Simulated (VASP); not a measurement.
# CdS (Cm) in VASP: single point with PBE

Aim: the single point of CdS with PBE.

Everything below comes from runs of VASP 6.6.1. Logs are shortened: lines on timing, memory, paths and dates and some standing lists are left out, and cuts for length are marked.

**1. The cell of the first run**

Symmetry: Cm, No. 8, monoclinic system. Conventional cell: a = 7.270 Å, b = 4.197 Å, c = 13.776 Å, α = 90.00°, β = 97.58°, γ = 90.00°. Cd (site symmetry m) has 4 S at 2.57 to 3.15 Å within 3.4 Å. Cd (site symmetry m) has 4 S at 2.57 Å within 3.4 Å. Within 3.4 Å of Cd (site symmetry m) lie 4 S at 2.57 Å. Within 3.4 Å of Cd (site symmetry m) lie 4 S at 2.57 Å. Within 3.5 Å of S (site symmetry m) lie 4 Cd at 2.57 to 3.15 Å and 1 S at 3.47 Å. S (site symmetry m) has 4 Cd at 2.57 Å within 3.4 Å. S (site symmetry m) has 4 Cd at 2.57 Å within 3.4 Å. S (site symmetry m) has 4 Cd at 2.57 Å and 1 S at 3.47 Å within 3.5 Å.

**2. Single point, PBE (the part above a cut slid along it)**

File INCAR:

```
SYSTEM = CdS
PREC     = Accurate       ! precision mode
ENCUT    = 520            ! plane-wave cutoff, eV
EDIFF    = 1E-6           ! SCF threshold, eV
ISMEAR   = 0              ! smearing method
SIGMA    = 0.05           ! smearing width, eV
LREAL    = .FALSE.        ! projectors in reciprocal space
LASPH    = .TRUE.         ! aspherical terms in the spheres
NELM     = 60             ! most SCF steps
ALGO     = Normal         ! electronic algorithm
ISIF     = 2              ! what is computed and relaxed
LWAVE    = .FALSE.        ! write WAVECAR
LCHARG   = .FALSE.        ! write CHGCAR
GGA      = PE             ! functional
ISYM     = 0            
NBANDS   = 46             ! bands
```

File KPOINTS:

```
regular mesh
0
G
  7 7 2
  0 0 0
```

File POSCAR:

```
CdS
1.0
   -2.0985806452     -3.6348483013      0.0000000000
    2.0985806452     -3.6348483013      0.0000000000
    0.5246451613     -4.5435603766     13.6554617430
Cd S
4 4
Direct
    0.2137525396     -0.0127045239      0.9058282541
    0.4637525396      0.3622954761      0.4058282541
    0.2554192063      0.2164621428      0.1558282541
    0.0054192063     -0.1585378572      0.6558282541
    0.6195807937      0.5960378572      0.0941717459
    0.3695807937      0.2210378572      0.5941717459
    0.1612474604      0.0752045239      0.3441717459
   -0.0887525396     -0.2997954761      0.8441717459
```

Potentials or basis: VASP PAW PBE potentials, release 64 (Cd, S).

On the command line:

```
$ cat potpaw_PBE.64/Cd/POTCAR potpaw_PBE.64/S/POTCAR > POTCAR
$ mpirun -np 1 vasp_std > vasp.out
```

OUTCAR:

```text
SYSTEM = CdS
   PREC = Accurate
   ENCUT = 520
   EDIFF = 1E-6
   ISMEAR = 0
   LREAL = .FALSE.
   LASPH = .TRUE.
   NELM = 60
   ISIF = 2
   GGA = PE
   ISYM = 0

 ion  position               nearest neighbor table
   1  0.214  0.987  0.906-   8 2.57   8 2.57   8 2.57   5 3.15
   2  0.464  0.362  0.406-   7 2.57   7 2.57   7 2.57   6 2.57
   3  0.255  0.216  0.156-   5 2.57   5 2.57   5 2.57   7 2.57
   4  0.005  0.841  0.656-   6 2.57   6 2.57   6 2.57   8 2.57
   5  0.620  0.596  0.094-   3 2.57   3 2.57   3 2.57   1 3.15
   6  0.370  0.221  0.594-   4 2.57   4 2.57   4 2.57   2 2.57
   7  0.161  0.075  0.344-   2 2.57   2 2.57   2 2.57   3 2.57
   8  0.911  0.700  0.844-   1 2.57   1 2.57   1 2.57   4 2.57

IMPORTANT INFORMATION: All symmetrisations will be switched off!
NOSYMM: (Re-)initialisation of all symmetry stuff for point group C_1.

----------------------------------------------------------------------------------------

                                     Primitive cell

  volume of cell :     208.3283

  direct lattice vectors                    reciprocal lattice vectors
    -2.098580645 -3.634848301  0.000000000    -0.238256272 -0.137557322 -0.036615386
     2.098580645 -3.634848301  0.000000000     0.238256272 -0.137557322 -0.054923079
     0.524645161 -4.543560377 13.655461743     0.000000000  0.000000000  0.073230772

  length of vectors
     4.197161290  4.197161290 14.401070407     0.277540545  0.280543423  0.073230772

  position of ions in fractional coordinates (direct lattice)
     0.213752540  0.987295476  0.905828254
     0.463752540  0.362295476  0.405828254
     0.255419206  0.216462143  0.155828254
     0.005419206  0.841462143  0.655828254
     0.619580794  0.596037857  0.094171746
     0.369580794  0.221037857  0.594171746
     0.161247460  0.075204524  0.344171746
     0.911247460  0.700204524  0.844171746

  ion indices of the primitive-cell ions
   primitive index   ion index
                 1           1
                 2           2
                 3           3
                 4           4
                 5           5
                 6           6
                 7           7
                 8           8

----------------------------------------------------------------------------------------

 KPOINTS: regular mesh

Automatic generation of k-mesh.
 Grid dimensions read from file:
[... 91 lines left out ...]
   IBRION =     -1    ionic relax: 0-MD 1-quasi-New 2-CG
   NFREE  =      0    steps in history (QN), initial steepest desc. (CG)
   ISIF   =      2    stress and relaxation
   ISYM   =      0    0-nonsym 1-usesym 2-fastsym
   POTIM  = 0.5000    time-step for ionic-motion
   TEBEG  =    0.0;   TEEND  =   0.0 temperature during run
   PSTRESS=    0.0 pullay stress
   NELECT =      72.0000    total number of electrons
   NUPDOWN=      -1.0000    fix difference up-down
   EMIN   =  10.00;   EMAX   =-10.00  energy-range for DOS
   EFERMI =   0.00;   METHOD = LEGACY
   ISMEAR =     0;   SIGMA  =   0.05  broadening in eV -4-tet -1-fermi 0-gaus
   EFERMI_NEDOS =   21; number of points for ismear=-14 and -15
   IALGO  =     38    algorithm
   IMIX   =      4    mixing-type and parameters
     AMIX     =   0.40;   BMIX     =  1.00
     AMIX_MAG =   1.60;   BMIX_MAG =  1.00
  volume/ion in A,a.u.               =      26.04       175.73
  Fermi-wavevector in a.u.,A,eV,Ry     =   1.148866  2.171043 17.958250  1.319894
  Thomas-Fermi vector in A             =   2.285539
   LORBIT       =      0    0 simple, 1 ext, 2 COOP (PROOUT), +10 PAW based schemes
   GGA     = PE    functional components
   LHFCALC =     F    Hartree Fock is set to
   AEXX    =    0.0000 exact exchange contribution
   IVDW    =     0    specifies the selected vdW correction
   LEPSILON=     F    determine dielectric tensor
   LRPA    =     F    only Hartree local field effects (RPA)
 non-spin polarized calculation
 Gauss-broadening in eV      SIGMA  =   0.05
  energy-cutoff  :      520.00
  volume of cell :      208.33
 maximum number of plane-waves:      5632
   NGX = 15   NGY = 15   NGZ = 53

 number of electron      72.0000008 magnetization

 Free energy of the ion-electron system (eV)
  ---------------------------------------------------
  ext. energy  EPLUGINS =         0.00000000
  ---------------------------------------------------
  free energy    TOTEN  =       -23.97338426 eV

  energy without entropy =      -23.97338426  energy(sigma->0) =      -23.97338426

 E-fermi :   1.3931     XC(G=0):  -8.9575

 val. band max:        1.1386465485   @ k =   0.0000   0.0000   0.0000
 cond. band min:       1.7249494902   @ k =   0.0000   0.0000   0.0000
 fundamental gap:      0.5863029417
 Fermi energy:         1.3930701700

 k-point     1 :       0.0000    0.0000    0.0000
  band No.  band energies     occupation
      1     -11.4155      2.00000
      2     -11.0234      2.00000
      3     -10.7640      2.00000
      4     -10.3950      2.00000
      5      -7.0946      2.00000
      6      -7.0830      2.00000
[... 1165 lines left out ...]
     45       7.4764      0.00000
     46       7.7894      0.00000

 [... further k-points ...]

------------------------ aborting loop because EDIFF is reached ----------------------------------------

  FORCE on cell =-STRESS in cart. coord.  units (eV):
  Direction    XX          YY          ZZ          XY          YZ          ZX
  --------------------------------------------------------------------------------------
  -------------------------------------------------------------------------------------
  Total       -0.9530952     -0.8129509      0.9330962     -0.1212838      0.7019850      1.2194436
  in kB       -7.3299079     -6.2521096      7.1761030     -0.9327494      5.3987111      9.3782962
  external PRESSURE =      -2.1353048 kB  Pullay stress =       0.0000000 kB

 VOLUME and BASIS-vectors are now :
 -----------------------------------------------------------------------------
  energy-cutoff  :      520.00
  volume of cell :      208.33
      direct lattice vectors                 reciprocal lattice vectors
    -2.098580645 -3.634848301  0.000000000    -0.238256272 -0.137557322 -0.036615386
     2.098580645 -3.634848301  0.000000000     0.238256272 -0.137557322 -0.054923079
     0.524645161 -4.543560377 13.655461743     0.000000000  0.000000000  0.073230772

 POSITION                                       TOTAL-FORCE (eV/Angst)
 -----------------------------------------------------------------------------------
      2.09858     -8.48131     12.36950        -0.163788     -0.094089      0.219338
      0.00000     -4.84646      5.54177        -0.001294     -0.000431     -0.170988
      0.00000     -2.42323      2.12791        -0.111146     -0.064667      0.089050
      2.09858     -6.05808      8.95564        -0.023211     -0.013905     -0.173378
     -0.00000     -4.84646      1.28596         0.458915      0.265046     -0.307514
     -0.00000     -4.84646      8.11369        -0.007318     -0.004252      0.144371
     -0.00000     -2.42323      4.69982         0.022670      0.013350      0.178213
     -0.00000     -9.69293     11.52755        -0.174828     -0.101053      0.020909
 -----------------------------------------------------------------------------------
    total drift:                               -0.000167      0.000081     -0.000037

  FREE ENERGIE OF THE ION-ELECTRON SYSTEM (eV)
  ---------------------------------------------------
  free  energy   TOTEN  =       -23.9733842552 eV

  energy  without entropy=      -23.9733842552  energy(sigma->0) =      -23.97338426
```

OSZICAR:

```text
N       E                     dE             d eps       ncg     rms          rms(c)
DAV:   1     0.513403395801E+03    0.51340E+03   -0.34754E+04  4600   0.143E+03
DAV:   2     0.885785670287E+01   -0.50455E+03   -0.48903E+03  5036   0.354E+02
DAV:   3    -0.258687830483E+02   -0.34727E+02   -0.34483E+02  5338   0.893E+01
DAV:   4    -0.264028505270E+02   -0.53407E+00   -0.53318E+00  5326   0.106E+01
DAV:   5    -0.264122187265E+02   -0.93682E-02   -0.93672E-02  5436   0.139E+00    0.144E+01
DAV:   6    -0.240304095373E+02    0.23818E+01   -0.50015E+00  5856   0.164E+01    0.116E+01
DAV:   7    -0.239931350125E+02    0.37275E-01   -0.19290E+00  5200   0.627E+00    0.498E+00
DAV:   8    -0.239762417409E+02    0.16893E-01   -0.32749E-01  5156   0.405E+00    0.923E-01
DAV:   9    -0.239730059689E+02    0.32358E-02   -0.52250E-02  5362   0.200E+00    0.318E-01
DAV:  10    -0.239730046269E+02    0.13420E-05   -0.44230E-03  5250   0.546E-01    0.194E-01
DAV:  11    -0.239733032848E+02   -0.29866E-03   -0.73908E-04  5452   0.130E-01    0.100E-01
DAV:  12    -0.239733711340E+02   -0.67849E-04   -0.40673E-04  5354   0.106E-01    0.200E-02
DAV:  13    -0.239733810150E+02   -0.98810E-05   -0.54419E-05  5228   0.384E-02    0.945E-03
DAV:  14    -0.239733834077E+02   -0.23927E-05   -0.29502E-06  4310   0.925E-03    0.550E-03
DAV:  15    -0.239733842552E+02   -0.84744E-06   -0.13622E-06  3974   0.580E-03
   1 F= -.23973384E+02 E0= -.23973384E+02  d E =-.163749E-14
```

stdout:

```text
POSCAR found type information on POSCAR CdS
 POSCAR found :  2 types and       8 ions
 scaLAPACK will be used
 LDA part: xc-table for (Slater+PW92), standard interpolation
 -----------------------------------------------------------------------------
|                                                                             |
|           W    W    AA    RRRRR   N    N  II  N    N   GGGG   !!!           |
|           W    W   A  A   R    R  NN   N  II  NN   N  G    G  !!!           |
|           W    W  A    A  R    R  N N  N  II  N N  N  G       !!!           |
|           W WW W  AAAAAA  RRRRR   N  N N  II  N  N N  G  GGG   !            |
|           WW  WW  A    A  R   R   N   NN  II  N   NN  G    G                |
|           W    W  A    A  R    R  N    N  II  N    N   GGGG   !!!           |
|                                                                             |
|     Your reciprocal lattice and k-lattice belong to different lattice       |
|     classes:                                                                |
|                                                                             |
|        The reciprocal lattice is base-centered monoclinic,                  |
|        whereas your k-lattice is triclinic.                                 |
|                                                                             |
|     Results are often still useful ...                                      |
|                                                                             |
 -----------------------------------------------------------------------------

 POSCAR, INCAR and KPOINTS ok, starting setup
 FFT: planning ... GRIDC
 FFT: planning ... GRID_SOFT
 FFT: planning ... GRID
 WAVECAR not read
 entering main loop
```

Run time: 16 min. Hardware: 1 thread of Intel Xeon 8259CL, shared host; peak memory 0.53 GiB.

What came out:

* Free energy: -23.9734 eV
* Pressure: -0.2 GPa
* Largest force: 0.613 eV/Å
* Band gap on the k mesh: 0.59 eV

Forces in eV/Å, atoms in the order of the input:
```
Cd  -0.164 -0.094  0.219
Cd  -0.001  0.000 -0.171
Cd  -0.111 -0.065  0.089
Cd  -0.023 -0.014 -0.173
S    0.459  0.265 -0.308
S   -0.007 -0.004  0.144
S    0.023  0.013  0.178
S   -0.175 -0.101  0.021
```

Caveat: the cell differs from its parent crystal (the part above a cut slid along it); semilocal functionals underestimate gaps, and a narrow one can read as zero.
